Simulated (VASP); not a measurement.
# Cs (Fm-3m) in VASP: notebook

Cs is run at these levels: PBE; tasks: single point.

Everything below comes from runs of VASP 6.6.1. Logs are shortened: lines on timing, memory, paths and dates and some standing lists are left out, and cuts for length are marked.

### 1 The cell of the first run

The structure is cubic, space group Fm-3m (No. 225). Conventional cell: a = 7.754 Å, b = 7.754 Å, c = 7.754 Å, α = 90.00°, β = 90.00°, γ = 90.00°.

This isn't the form of Cs at room conditions, which is bcc.

### 2 Single point, PBE, non-collinear spin, zero start, spin-orbit coupling

The input, INCAR:

```
SYSTEM = Cs
ALGO = Normal
EDIFF = 1E-7
ENCUT = 520
GGA = PE
GGA_COMPAT = .FALSE.
ISIF = 2
ISMEAR = -1
LASPH = .TRUE.
LCHARG = .FALSE.
LNONCOLLINEAR = .TRUE.
LORBIT = 11
LORBMOM = .TRUE.
LREAL = .FALSE.
LSORBIT = .TRUE.
LWAVE = .FALSE.
MAGMOM = 0 0 0
NBANDS = 20
NELM = 150
PREC = Accurate
SIGMA = 0.05
```

The input, KPOINTS:

```
k-points
0
G
  9 9 9
  0 0 0
```

The input, POSCAR:

```
Cs
1.0
    0.0000000000      3.8769736737      3.8769736737
    3.8769736737      0.0000000000      3.8769736737
    3.8769736737      3.8769736737      0.0000000000
Cs
1
Direct
    0.0000000000      0.0000000000      0.0000000000
```

Potentials or basis: VASP PAW PBE potentials, release 64 (Cs_sv).

Command:

```bash
> cat potpaw_PBE.64/Cs_sv/POTCAR > POTCAR
> mpirun -np 1 vasp_ncl > vasp.out
```

OUTCAR:

```text
SYSTEM = Cs
   EDIFF = 1E-7
   ENCUT = 520
   GGA = PE
   ISIF = 2
   ISMEAR = -1
   LASPH = .TRUE.
   LNONCOLLINEAR = .TRUE.
   LORBIT = 11
   LREAL = .FALSE.
   LSORBIT = .TRUE.
   NELM = 150
   PREC = Accurate

 ion  position               nearest neighbor table
   1  0.000  0.000  0.000-

  LATTYP: Found a face centered cubic cell.
 ALAT       =     7.7539473474

  Lattice vectors:

 A1 = (   0.0000000000,   3.8769736737,   3.8769736737)
 A2 = (   3.8769736737,   0.0000000000,   3.8769736737)
 A3 = (   3.8769736737,   3.8769736737,   0.0000000000)

Analysis of symmetry for initial positions (statically):
=====================================================================
 Subroutine PRICEL returns:
 Original cell was already a primitive cell.

 Routine SETGRP: Setting up the symmetry group for a
 face centered cubic supercell.

 Subroutine GETGRP returns: Found 48 space group operations
 (whereof 48 operations were pure point group operations)
 out of a pool of 48 trial point group operations.

The static configuration has the point symmetry O_h .

Analysis of symmetry for dynamics (positions and initial velocities):
=====================================================================
 Subroutine PRICEL returns:
 Original cell was already a primitive cell.

 Routine SETGRP: Setting up the symmetry group for a
 face centered cubic supercell.

 Subroutine GETGRP returns: Found 48 space group operations
 (whereof 48 operations were pure point group operations)
 out of a pool of 48 trial point group operations.

The dynamic configuration has the point symmetry O_h .

Analysis of structural, dynamic, and magnetic symmetry:
=====================================================================
 Subroutine PRICEL returns:
 Original cell was already a primitive cell.

 Routine SETGRP: Setting up the symmetry group for a
 face centered cubic supercell.

 Subroutine GETGRP returns: Found 48 space group operations
 (whereof 48 operations were pure point group operations)
 out of a pool of 48 trial point group operations.

The overall configuration has the point symmetry O_h .

 Subroutine INISYM returns: Found 48 space group operations
 (whereof 48 operations are pure point group operations),
 and found     1 'primitive' translations

----------------------------------------------------------------------------------------

                                     Primitive cell

  volume of cell :     116.5490

  direct lattice vectors                    reciprocal lattice vectors
     0.000000000  3.876973674  3.876973674    -0.128966571  0.128966571  0.128966571
     3.876973674  0.000000000  3.876973674     0.128966571 -0.128966571  0.128966571
     3.876973674  3.876973674  0.000000000     0.128966571  0.128966571 -0.128966571

  length of vectors
     5.482868750  5.482868750  5.482868750     0.223376653  0.223376653  0.223376653

  position of ions in fractional coordinates (direct lattice)
     0.000000000  0.000000000  0.000000000

  ion indices of the primitive-cell ions
   primitive index   ion index
                 1           1

----------------------------------------------------------------------------------------

 KPOINTS: k-points

Automatic generation of k-mesh.
 Grid dimensions read from file:
 generate k-points for:    9    9    9

 Generating k-lattice:

  Cartesian coordinates                     Fractional coordinates (reciprocal lattice)
    -0.014329619  0.014329619  0.014329619     0.111111111  0.000000000  0.000000000
     0.014329619 -0.014329619  0.014329619     0.000000000  0.111111111  0.000000000
     0.014329619  0.014329619 -0.014329619     0.000000000  0.000000000  0.111111111

  Length of vectors
     0.024819628  0.024819628  0.024819628

  Shift w.r.t. Gamma in fractional coordinates (k-lattice)
     0.000000000  0.000000000  0.000000000

 Subroutine IBZKPT returns following result:
 ===========================================

 Found     35 irreducible k-points:

 Following reciprocal coordinates:
            Coordinates               Weight
  0.000000  0.000000  0.000000      1.000000
  0.111111  0.000000  0.000000      8.000000
  0.222222  0.000000  0.000000      8.000000
  0.333333  0.000000  0.000000      8.000000
  0.444444  0.000000  0.000000      8.000000
  0.111111  0.111111  0.000000      6.000000
[... 16 lines left out ...]
 -0.333333  0.333333  0.000000     12.000000
  0.444444  0.444444  0.000000      6.000000
 [... further k-points ...]
   k-points           NKPTS =     35   k-points in BZ     NKDIM =     35   number of bands    NBANDS=     20
   number of dos      NEDOS =    301   number of ions     NIONS =      1
   total plane-waves  NPLWV =  74088
   dimension x,y,z NGX =    42 NGY =   42 NGZ =   42
   dimension x,y,z NGXF=    84 NGYF=   84 NGZF=   84
   ions per type =               1
   NGX,Y,Z   is equivalent  to a cutoff of  12.73, 12.73, 12.73 a.u.
   NGXF,Y,Z  is equivalent  to a cutoff of  25.47, 25.47, 25.47 a.u.
 SYSTEM =  Cs
   PREC   = accura    normal or accurate (medium, high low for compatibility)
   ISTART =      0    job   : 0-new  1-cont  2-samecut
   ICHARG =      2    charge: 1-file 2-atom 10-const
   ISPIN  =      1    spin polarized calculation?
   LNONCOLLINEAR =      T non collinear calculations
   LSORBIT =      T    spin-orbit coupling
   LASPH  =      T    aspherical Exc in radial PAW
   ENCUT  =  520.0 eV  38.22 Ry    6.18 a.u.  10.19 10.19 10.19*2*pi/ulx,y,z
   NELM   =    150;   NELMIN=  2; NELMDL= -5     # of ELM steps
   EDIFF  = 0.1E-06   stopping-criterion for ELM
   LREAL  =      F    real-space projection
   EDIFFG = 0.1E-05   stopping-criterion for IOM
   NSW    =      0    number of steps for IOM
   IBRION =     -1    ionic relax: 0-MD 1-quasi-New 2-CG
   NFREE  =      0    steps in history (QN), initial steepest desc. (CG)
   ISIF   =      2    stress and relaxation
   ISYM   =      2    0-nonsym 1-usesym 2-fastsym
   POTIM  = 0.5000    time-step for ionic-motion
   TEBEG  =    0.0;   TEEND  =   0.0 temperature during run
   PSTRESS=    0.0 pullay stress
   NELECT =       9.0000    total number of electrons
   NUPDOWN=      -1.0000    fix difference up-down
   EMIN   =  10.00;   EMAX   =-10.00  energy-range for DOS
   EFERMI =   0.00;   METHOD = LEGACY
   ISMEAR =    -1;   SIGMA  =   0.05  broadening in eV -4-tet -1-fermi 0-gaus
   EFERMI_NEDOS =   21; number of points for ismear=-14 and -15
   IALGO  =     38    algorithm
   IMIX   =      4    mixing-type and parameters
     AMIX     =   0.40;   BMIX     =  1.00
     AMIX_MAG =   1.60;   BMIX_MAG =  1.00
  volume/ion in A,a.u.               =     116.55       786.51
  Fermi-wavevector in a.u.,A,eV,Ry     =   0.697139  1.317402  6.612473  0.486003
  Thomas-Fermi vector in A             =   1.780384
   LORBIT       =     11    0 simple, 1 ext, 2 COOP (PROOUT), +10 PAW based schemes
   GGA     = PE    functional components
   LHFCALC =     F    Hartree Fock is set to
   AEXX    =    0.0000 exact exchange contribution
   IVDW    =     0    specifies the selected vdW correction
   LEPSILON=     F    determine dielectric tensor
   LRPA    =     F    only Hartree local field effects (RPA)
  energy-cutoff  :      520.00
  volume of cell :      116.55
 maximum number of plane-waves:      6308
 NGX is ok and might be reduce to    42
   NGX = 21   NGY = 21   NGZ = 21

 number of electron       8.9999999 magnetization       0.0000000     -0.0000000     -0.0000000

 number of electron       8.9999999 magnetization      -0.0000000     -0.0000000     -0.0000000

 number of electron       8.9999999 magnetization       0.0000000      0.0000000      0.0000000

 Free energy of the ion-electron system (eV)
  ---------------------------------------------------
  ext. energy  EPLUGINS =         0.00000000
  ---------------------------------------------------
  free energy    TOTEN  =        -1.02030602 eV

  energy without entropy =       -1.01048626  energy(sigma->0) =       -1.01539614

 E-fermi :   0.4489     XC(G=0):  -5.3740

 val. band max:        0.3110105769   @ k =   0.4444   0.2222   0.0000
 cond. band min:       0.4516854487   @ k =   0.4444   0.3333   0.0000
 fundamental gap:      0.1406748717
 Fermi energy:         0.4489268053

 k-point     1 :       0.0000    0.0000    0.0000
  band No.  band energies     occupation
      1     -23.4416      1.00000
      2     -23.4416      1.00000
      3     -11.2667      1.00000
      4     -11.2667      1.00000
      5      -9.6903      1.00000
      6      -9.6903      1.00000
[... 12 lines left out ...]
     19       3.9311      0.00000
     20       3.9311      0.00000

 k-point     2 :       0.1111    0.0000    0.0000
  band No.  band energies     occupation
      1     -23.4409      1.00000
      2     -23.4409      1.00000
      3     -11.2716      1.00000
      4     -11.2716      1.00000
      5      -9.7031      1.00000
      6      -9.7031      1.00000
[... 12 lines left out ...]
     19       3.8317      0.00000
     20       3.8317      0.00000

 k-point     3 :       0.2222    0.0000    0.0000
  band No.  band energies     occupation
      1     -23.4392      1.00000
      2     -23.4392      1.00000
      3     -11.2842      1.00000
      4     -11.2842      1.00000
      5      -9.7348      1.00000
      6      -9.7348      1.00000
[... 12 lines left out ...]
     19       3.8082      0.00000
     20       3.8082      0.00000

 k-point     4 :       0.3333    0.0000    0.0000
  band No.  band energies     occupation
      1     -23.4373      1.00000
      2     -23.4373      1.00000
      3     -11.2986      1.00000
      4     -11.2986      1.00000
      5      -9.7697      1.00000
      6      -9.7697      1.00000
[... 429 lines left out ...]
 k-point    23 :      -0.3333    0.3333    0.0000
  band No.  band energies     occupation
      1     -23.4345      1.00000
      2     -23.4345      1.00000
      3     -11.3182      1.00000
      4     -11.3182      1.00000
      5      -9.7900      1.00000
      6      -9.7900      1.00000
[... 12 lines left out ...]
     19       4.2867      0.00000
     20       4.2867      0.00000

 k-point    24 :       0.4444    0.4444    0.0000
  band No.  band energies     occupation
      1     -23.4343      1.00000
      2     -23.4343      1.00000
      3     -11.3198      1.00000
      4     -11.3198      1.00000
      5      -9.7977      1.00000
      6      -9.7977      1.00000
[... 12 lines left out ...]
     19       4.6930      0.00000
     20       4.6944      0.00000

 [... further k-points ...]

------------------------ aborting loop because EDIFF is reached ----------------------------------------

  FORCE on cell =-STRESS in cart. coord.  units (eV):
  Direction    XX          YY          ZZ          XY          YZ          ZX
  --------------------------------------------------------------------------------------
  -------------------------------------------------------------------------------------
  Total       -0.0031752     -0.0031752     -0.0031752     -0.0000000      0.0000000     -0.0000000
  in kB       -0.0436493     -0.0436493     -0.0436493     -0.0000000      0.0000000     -0.0000000
  external PRESSURE =      -0.0436493 kB  Pullay stress =       0.0000000 kB

 VOLUME and BASIS-vectors are now :
 -----------------------------------------------------------------------------
  energy-cutoff  :      520.00
  volume of cell :      116.55
      direct lattice vectors                 reciprocal lattice vectors
     0.000000000  3.876973674  3.876973674    -0.128966571  0.128966571  0.128966571
     3.876973674  0.000000000  3.876973674     0.128966571 -0.128966571  0.128966571
     3.876973674  3.876973674  0.000000000     0.128966571  0.128966571 -0.128966571

 POSITION                                       TOTAL-FORCE (eV/Angst)
 -----------------------------------------------------------------------------------
      0.00000      0.00000      0.00000        -0.000000      0.000000     -0.000000
 -----------------------------------------------------------------------------------
    total drift:                                0.000000      0.000000      0.000000

  FREE ENERGIE OF THE ION-ELECTRON SYSTEM (eV)
  ---------------------------------------------------
  free  energy   TOTEN  =        -1.0203060192 eV

  energy  without entropy=       -1.0104862586  energy(sigma->0) =       -1.01539614

 orbital moment (x)

 # of ion     p       d       tot
 ----------------------------------------
  1         0.000   0.000   0.000
 ----------------------------------------
            0.000   0.000   0.000

 orbital moment (y)

 # of ion     p       d       tot
 ----------------------------------------
  1         0.000  -0.000  -0.000
 ----------------------------------------
            0.000  -0.000  -0.000

 orbital moment (z)

 # of ion     p       d       tot
 ----------------------------------------
  1         0.000   0.000   0.000
 ----------------------------------------
            0.000   0.000   0.000

 Spin-Orbit-Coupling matrix elements

 Ion:    1  E_soc:     -0.3267937
 l=   1
     0.0000000    -0.0544632    -0.0544632
    -0.0544632     0.0000000    -0.0544632
    -0.0544632    -0.0544632     0.0000000
 l=   2
     0.0000000     0.0000002     0.0000000     0.0000002    -0.0000026
     0.0000002     0.0000000    -0.0000020     0.0000002    -0.0000007
     0.0000000    -0.0000020     0.0000000    -0.0000020     0.0000000
     0.0000002     0.0000002    -0.0000020     0.0000000    -0.0000007
    -0.0000026    -0.0000007     0.0000000    -0.0000007     0.0000000
 l=   3
     0.0000000     0.0000000     0.0000000     0.0000000     0.0000000     0.0000000     0.0000000
     0.0000000     0.0000000     0.0000000     0.0000000     0.0000000     0.0000000     0.0000000
     0.0000000     0.0000000     0.0000000     0.0000000     0.0000000     0.0000000     0.0000000
     0.0000000     0.0000000     0.0000000     0.0000000     0.0000000     0.0000000     0.0000000
     0.0000000     0.0000000     0.0000000     0.0000000     0.0000000     0.0000000     0.0000000
     0.0000000     0.0000000     0.0000000     0.0000000     0.0000000     0.0000000     0.0000000
     0.0000000     0.0000000     0.0000000     0.0000000     0.0000000     0.0000000     0.0000000

 total charge

# of ion       s       p       d       tot
------------------------------------------
    1        1.855   4.680   0.009   6.544

 magnetization (x)

# of ion       s       p       d       tot
------------------------------------------
    1        0.000  -0.000  -0.000   0.000

 magnetization (y)

# of ion       s       p       d       tot
------------------------------------------
    1        0.000  -0.000   0.000   0.000

 magnetization (z)

# of ion       s       p       d       tot
------------------------------------------
    1       -0.000   0.000   0.000  -0.000
```

Wall time 1.7 min (1 thread of Intel Xeon 6975P-C (Granite Rapids), shared host); peak memory 0.57 GiB.

Results:

```yaml
Free_energy: -1.0203 eV
Pressure: 0.0 GPa
Net_moment: 0.00 μB per cell
Valence_electrons_inside_the_program's_atomic_spheres: Cs 6.54
```

Moments on the atoms (μB; x, y, z):
```
Cs  0.00 0.00 0.00
```

### 3 Single point, PBE, non-collinear spin, zero start, spin-orbit coupling

The input, INCAR:

```
ALGO = Normal
EDIFF = 1E-6
ENCUT = 520
GGA = PE
GGA_COMPAT = F
ISIF = 2
ISMEAR = -1
LASPH = T
LCHARG = T
LNONCOLLINEAR = T
LORBIT = 11
LORBMOM = T
LREAL = F
LSORBIT = T
LVHAR = T
LWAVE = F
MAGMOM = 0 0 0
NBANDS = 20
NELM = 150
PREC = Accurate
SIGMA = 0.05
```

The input, KPOINTS:

```
k-points
0
Gamma
  9 9 9
```

POSCAR is that of step 2.

Potentials or basis: VASP PAW PBE potentials, release 64 (Cs_sv).

Command:

```bash
> cat potpaw_PBE.64/Cs_sv/POTCAR > POTCAR
> mpirun -np 1 vasp_ncl > vasp.out
```

It took 1.7 min on 1 thread of Intel Xeon 6975P-C (Granite Rapids), shared host; peak memory 0.57 GiB.

It converged, with:

```yaml
Free_energy: -1.0203 eV
Pressure: 0.0 GPa
Net_moment: 0.00 μB per cell
Valence_electrons_inside_the_program's_atomic_spheres: Cs 6.54
```

Moments on the atoms (μB; x, y, z):
```
Cs  0.00 0.00 0.00
```
